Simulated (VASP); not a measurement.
Here is a VASP 6.6.1 calculation.

File INCAR:

```
SYSTEM = Hf
ALGO     = Normal         ! electronic algorithm
EDIFF    = 1E-6           ! SCF threshold, eV
ENCUT    = 520            ! plane-wave cutoff, eV
GGA      = PE             ! functional
ISIF     = 2              ! what is computed and relaxed
ISMEAR   = -1             ! smearing method
LASPH    = .TRUE.         ! aspherical terms in the spheres
LCHARG   = .TRUE.         ! write CHGCAR
LELF     = .TRUE.         ! ELF
LREAL    = .FALSE.        ! projectors in reciprocal space
LVHAR    = .TRUE.       
LWAVE    = .FALSE.        ! write WAVECAR
NBANDS   = 11             ! bands
NELM     = 60             ! most SCF steps
PREC     = Accurate       ! precision mode
SIGMA    = 0.06122561905347299 ! smearing width, eV
```

KPOINTS

```
k-points
0
G
  14 14 14
  0 0 0
```

File POSCAR:

```
Hf
1.0
    0.0000000000      2.2724291774      2.2724291774
    2.2724291774      0.0000000000      2.2724291774
    2.2724291774      2.2724291774      0.0000000000
Hf
1
Direct
    0.0000000000      0.0000000000      0.0000000000
```

Potentials or basis: VASP PAW PBE potentials, release 64 (Hf_pv).

Run with:

```console
$ cat potpaw_PBE.64/Hf_pv/POTCAR > POTCAR
$ mpirun -np 1 vasp_std > vasp.out
```

**Question.** What does it give for the pressure?

**Answer.** -4.1 GPa.

**Question.** What does it give for the band gap on the k mesh?

**Answer.** Zero (band 5 reaches 5.79 eV, above the bottom of band 6 at 3.82 eV).

Caveat: spin-orbit coupling is left out, which moves the levels of the heavy elements.
